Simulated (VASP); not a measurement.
The system is BN.

```
B N
1.0
     0.00000    1.80483    1.80483
     1.80483    0.00000    1.80483
     1.80483    1.80483    0.00000
B N
1 1
Direct
  0.00000 0.00000 0.00000
  0.25000 0.25000 0.25000
```

Program: VASP 6.6.1. Alike in all runs: task single point; no spin polarisation; cell as given; smearing gaussian 0.01 eV.

Q: Order these runs on this cell by their pressure, lowest first.
A. level r2SCAN; potentials or basis VASP PAW PBE potentials, release 64 (B, N); k mesh 10 × 10 × 10; cutoff (eV) 520
B. level PBE; potentials or basis VASP PAW PBE potentials, release 64 (B, N); k mesh 12 × 12 × 12; cutoff (eV) 520
C. level r2SCAN; potentials or basis VASP PAW PBE potentials, release 64 (B_h, N_h); k mesh 10 × 10 × 10; cutoff (eV) 910; second run hard_potentials

A: C (-0.5 GPa), A (1.1 GPa), B (5.0 GPa).

Caveats: the PAW data sets were made with another functional, which shifts forces and pressure a little (some runs); the cutoff is under 1.25 times the usual one of these potentials, so pressure, stress and relaxed cells hold a basis-set (Pulay) error (some runs).
